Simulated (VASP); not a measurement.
Runs of VASP 6.6.1 on CaO. The structure is that of space group Fm-3m (No. 225), or close to it. The cells are those of the table. 

```csv
cell,gap on the mesh (eV),pressure (GPa)
"a = 3.489, b = 3.489, c = 3.515 Å, angles 59.8, 59.8, 60.5°, 2 atoms",3.44,-13.2
"a = 3.411 Å, angles 60.0°, 2 atoms",3.46,-7.3
"a = 3.438, b = 3.438, c = 3.411 Å, angles 60.3, 60.3, 59.5°, 2 atoms",3.44,-8.6
"a = 3.567 Å, angles 60.0°, 2 atoms",3.48,-16.6
"a = 3.541, b = 3.541, c = 3.567 Å, angles 59.8, 59.8, 60.5°, 2 atoms",3.44,(b)
"a = 3.515 Å, angles 60.0°, 2 atoms",3.48,(a)
"a = 3.541, b = 3.541, c = 3.515 Å, angles 60.2, 60.2, 59.5°, 2 atoms",3.46,-15.0
"a = 3.412, b = 3.412, c = 3.360 Å, angles 60.5, 60.5, 59.0°, 2 atoms",3.41,(c)
```

Alike in all rows: task single point; level LDA; potentials or basis VASP PAW LDA potentials, release 64 (Ca_sv, O); no spin polarisation; k mesh 8 × 8 × 8; cutoff (eV) 520; smearing gaussian 0.05 eV.

Problem. Fill in the values left out.

Solution. (a) -14.2; (b) -15.8; (c) -5.5.

A k mesh can miss the band edges.
